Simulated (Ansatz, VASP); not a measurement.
## Li3SI in VASP and in Ansatz

```xyz
5
Lattice="4.7344 0.0000 0.0000 0.0000 4.7344 0.0000 0.0000 0.0000 4.7344" Properties=species:S:1:pos:R:3 pbc="T T T"
I     0.0000    0.0000    0.0000
S     2.3672    2.3672    2.3672
Li    2.3672    2.3672    0.0000
Li    2.3672    0.0000    2.3672
Li    0.0000    2.3672    2.3672
```

Alike in both runs: task single point; functional r2SCAN; k mesh 4 × 4 × 4; no spin polarisation.

|  | VASP | Ansatz |
| --- | --- | --- |
| version | VASP 6.6.1 | Ansatz 0.2.0 |
| potentials or method | VASP PAW PBE potentials, release 64 (I, S, Li_sv) | plane waves, PAW |
| plane-wave cutoff (eV) | 520 | 500 |
| occupations | gaussian, width 0.01 eV | fixed |
| valence electrons in the cell | 22 | 32 |

```csv
,VASP,Ansatz,Ansatz less VASP
gap on the k mesh at the Fermi level (eV),4.06,4.12,+0.059
```

VASP's potentials were made for PBE, not for r2SCAN. VASP's potentials hold 22 valence electrons a cell and Ansatz's 32, so a difference there can come from the potentials and not from the codes.

Spin-orbit coupling is off throughout. Noted on VASP's run: the cutoff is short for stress, so the pressure is rough.
